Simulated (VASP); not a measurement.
# Na (Im-3m) in VASP: single point with PBEsol

Aim: the single point of Na with PBEsol.

Everything below comes from runs of VASP 6.6.1. Logs are shortened: lines on timing, memory, paths and dates and some standing lists are left out, and cuts for length are marked.

## Step 1: The cell of the first run

Symmetry: Im-3m, No. 229, cubic system. Conventional cell: a = 4.171 Å, b = 4.171 Å, c = 4.171 Å, α = 90.00°, β = 90.00°, γ = 90.00°. Na (site symmetry m-3m) has 14 Na at 3.61 to 4.17 Å within 4.7 Å.

## Step 2: Single point, PBEsol

Input file INCAR:

```
  PREC = Accurate
  ENCUT = 500
  EDIFF = 1E-6
  ISMEAR = 0
  SIGMA = 0.1
  LREAL = F
  LASPH = T
  NELM = 120
  ALGO = Normal
  ISIF = 2
  LWAVE = F
  LCHARG = F
  GGA = PS
  NBANDS = 10
  GGA_COMPAT = F
```

Input file KPOINTS:

```
Automatic mesh
0
Gamma
  6 6 6
```

Input file POSCAR:

```
Na
1.0
   -2.0857316384      2.0857316384      2.0857316384
    2.0857316384     -2.0857316384      2.0857316384
    2.0857316384      2.0857316384     -2.0857316384
Na
1
Direct
    0.0000000000      0.0000000000      0.0000000000
```

Potentials or basis: VASP PAW PBE potentials, release 64 (Na_pv).

Started as:

```bash
cat potpaw_PBE.64/Na_pv/POTCAR > POTCAR
mpirun -np 1 vasp_std > vasp.out
```

OUTCAR:

```text
PREC = Accurate
   ENCUT = 500
   EDIFF = 1E-6
   ISMEAR = 0
   LREAL = F
   LASPH = T
   NELM = 120
   ISIF = 2
   GGA = PS

 ion  position               nearest neighbor table
   1  0.000  0.000  0.000-

  LATTYP: Found a body centered cubic cell.
 ALAT       =     4.1714632768

  Lattice vectors:

 A1 = (  -2.0857316384,   2.0857316384,   2.0857316384)
 A2 = (   2.0857316384,  -2.0857316384,   2.0857316384)
 A3 = (   2.0857316384,   2.0857316384,  -2.0857316384)

Analysis of symmetry for initial positions (statically):
=====================================================================
 Subroutine PRICEL returns:
 Original cell was already a primitive cell.

 Routine SETGRP: Setting up the symmetry group for a
 body centered cubic supercell.

 Subroutine GETGRP returns: Found 48 space group operations
 (whereof 48 operations were pure point group operations)
 out of a pool of 48 trial point group operations.

The static configuration has the point symmetry O_h .

Analysis of symmetry for dynamics (positions and initial velocities):
=====================================================================
 Subroutine PRICEL returns:
 Original cell was already a primitive cell.

 Routine SETGRP: Setting up the symmetry group for a
 body centered cubic supercell.

 Subroutine GETGRP returns: Found 48 space group operations
 (whereof 48 operations were pure point group operations)
 out of a pool of 48 trial point group operations.

The dynamic configuration has the point symmetry O_h .

 Subroutine INISYM returns: Found 48 space group operations
 (whereof 48 operations are pure point group operations),
 and found     1 'primitive' translations

----------------------------------------------------------------------------------------

                                     Primitive cell

  volume of cell :      36.2940

  direct lattice vectors                    reciprocal lattice vectors
    -2.085731638  2.085731638  2.085731638     0.000000000  0.239724033  0.239724033
     2.085731638 -2.085731638  2.085731638     0.239724033  0.000000000  0.239724033
     2.085731638  2.085731638 -2.085731638     0.239724033  0.239724033  0.000000000

  length of vectors
     3.612593169  3.612593169  3.612593169     0.339020979  0.339020979  0.339020979

  position of ions in fractional coordinates (direct lattice)
     0.000000000  0.000000000  0.000000000

  ion indices of the primitive-cell ions
   primitive index   ion index
                 1           1

[... 68 lines left out ...]
   ISIF   =      2    stress and relaxation
   ISYM   =      2    0-nonsym 1-usesym 2-fastsym
   POTIM  = 0.5000    time-step for ionic-motion
   TEBEG  =    0.0;   TEEND  =   0.0 temperature during run
   PSTRESS=    0.0 pullay stress
   NELECT =       7.0000    total number of electrons
   NUPDOWN=      -1.0000    fix difference up-down
   EMIN   =  10.00;   EMAX   =-10.00  energy-range for DOS
   EFERMI =   0.00;   METHOD = LEGACY
   ISMEAR =     0;   SIGMA  =   0.10  broadening in eV -4-tet -1-fermi 0-gaus
   EFERMI_NEDOS =   21; number of points for ismear=-14 and -15
   IALGO  =     38    algorithm
   IMIX   =      4    mixing-type and parameters
     AMIX     =   0.40;   BMIX     =  1.00
     AMIX_MAG =   1.60;   BMIX_MAG =  1.00
  volume/ion in A,a.u.               =      36.29       244.92
  Fermi-wavevector in a.u.,A,eV,Ry     =   0.945865  1.787425 12.172592  0.894660
  Thomas-Fermi vector in A             =   2.073807
   LORBIT       =      0    0 simple, 1 ext, 2 COOP (PROOUT), +10 PAW based schemes
   GGA     = PS    functional components
   LHFCALC =     F    Hartree Fock is set to
   AEXX    =    0.0000 exact exchange contribution
   IVDW    =     0    specifies the selected vdW correction
   LEPSILON=     F    determine dielectric tensor
   LRPA    =     F    only Hartree local field effects (RPA)
 non-spin polarized calculation
 Gauss-broadening in eV      SIGMA  =   0.10
  energy-cutoff  :      500.00
  volume of cell :       36.29
 maximum number of plane-waves:       935
 NGX is ok and might be reduce to    28
   NGX = 13   NGY = 13   NGZ = 13

 number of electron       6.9999995 magnetization

 Free energy of the ion-electron system (eV)
  ---------------------------------------------------
  ext. energy  EPLUGINS =         0.00000000
  ---------------------------------------------------
  free energy    TOTEN  =        -1.36853692 eV

  energy without entropy =       -1.35615354  energy(sigma->0) =       -1.36234523

 E-fermi :   0.3936     XC(G=0):  -6.5575

 val. band max:       -0.0594616638   @ k =   0.1667   0.1667   0.1667
 cond. band min:       0.4047535909   @ k =   0.3333   0.1667   0.0000
 fundamental gap:      0.4642152546
 Fermi energy:         0.3936300456

 k-point     1 :       0.0000    0.0000    0.0000
  band No.  band energies     occupation
      1     -24.4029      2.00000
      2     -24.4029      2.00000
      3     -24.4029      2.00000
      4      -2.9568      2.00000
      5      12.2361      0.00000
      6      12.2361      0.00000
      7      12.2361      0.00000
      8      13.2536      0.00000
      9      13.2536      0.00000
     10      13.8045      0.00000
[... 183 lines left out ...]
 k-point    16 :       0.5000    0.5000    0.5000
  band No.  band energies     occupation
      1     -24.4310      2.00000
      2     -24.4310      2.00000
      3     -24.4310      2.00000
      4       4.9151      0.00000
      5       4.9151      0.00000
      6       5.3265      0.00000
      7       5.3265      0.00000
      8       5.3265      0.00000
      9       8.2956      0.00000
     10      20.0977      0.00000

------------------------ aborting loop because EDIFF is reached ----------------------------------------

  FORCE on cell =-STRESS in cart. coord.  units (eV):
  Direction    XX          YY          ZZ          XY          YZ          ZX
  --------------------------------------------------------------------------------------
  -------------------------------------------------------------------------------------
  Total        0.0149956      0.0149956      0.0149956      0.0000000      0.0000000     -0.0000000
  in kB        0.6619731      0.6619731      0.6619731      0.0000000      0.0000000     -0.0000000
  external PRESSURE =       0.6619731 kB  Pullay stress =       0.0000000 kB

 VOLUME and BASIS-vectors are now :
 -----------------------------------------------------------------------------
  energy-cutoff  :      500.00
  volume of cell :       36.29
      direct lattice vectors                 reciprocal lattice vectors
    -2.085731638  2.085731638  2.085731638     0.000000000  0.239724033  0.239724033
     2.085731638 -2.085731638  2.085731638     0.239724033  0.000000000  0.239724033
     2.085731638  2.085731638 -2.085731638     0.239724033  0.239724033  0.000000000

 POSITION                                       TOTAL-FORCE (eV/Angst)
 -----------------------------------------------------------------------------------
      0.00000      0.00000      0.00000        -0.000000     -0.000000      0.000000
 -----------------------------------------------------------------------------------
    total drift:                               -0.000000     -0.000000     -0.000000

  FREE ENERGIE OF THE ION-ELECTRON SYSTEM (eV)
  ---------------------------------------------------
  free  energy   TOTEN  =        -1.3685369157 eV

  energy  without entropy=       -1.3561535448  energy(sigma->0) =       -1.36234523
```

OSZICAR:

```text
N       E                     dE             d eps       ncg     rms          rms(c)
DAV:   1     0.258477510239E+02    0.25848E+02   -0.38223E+03   320   0.601E+02
DAV:   2    -0.811535881565E+00   -0.26659E+02   -0.26553E+02   326   0.146E+02
DAV:   3    -0.136618992797E+01   -0.55465E+00   -0.55420E+00   390   0.229E+01
DAV:   4    -0.137070719960E+01   -0.45173E-02   -0.45171E-02   372   0.202E+00
DAV:   5    -0.137077094568E+01   -0.63746E-04   -0.63746E-04   394   0.239E-01    0.239E-01
DAV:   6    -0.136907388767E+01    0.16971E-02   -0.28103E-03   374   0.771E-01    0.145E-01
DAV:   7    -0.136858987269E+01    0.48401E-03   -0.25062E-03   356   0.651E-01    0.455E-02
DAV:   8    -0.136853672243E+01    0.53150E-04   -0.19681E-04   374   0.243E-01    0.203E-03
DAV:   9    -0.136853691573E+01   -0.19330E-06   -0.68762E-07   232   0.926E-03
   1 F= -.13685369E+01 E0= -.13623452E+01  d E =-.123834E-01
```

Run time: 4.6 s. Hardware: 1 thread of Intel Xeon Platinum 8488C (Sapphire Rapids), shared host; peak memory 0.14 GiB.

What came out:

| Item | Value |
| --- | --- |
| Free energy | -1.3685 eV |
| Pressure | 0.1 GPa |

Levels at points of the mesh, in eV from the Fermi level:
```csv
k point,band 1,band 2,band 3,band 4,band 5,band 6
"(0.00, 0.00, 0.00)",-24.80,-24.80,-24.80,-3.35,11.84,11.84
"(0.50, 0.00, 0.00)",-24.84,-24.81,-24.80,0.73,1.22,8.26
"(0.50, 0.50, 0.50)",-24.82,-24.82,-24.82,4.52,4.52,4.93
```

Caveat: the PAW data sets were made with another functional, which shifts forces and pressure a little.
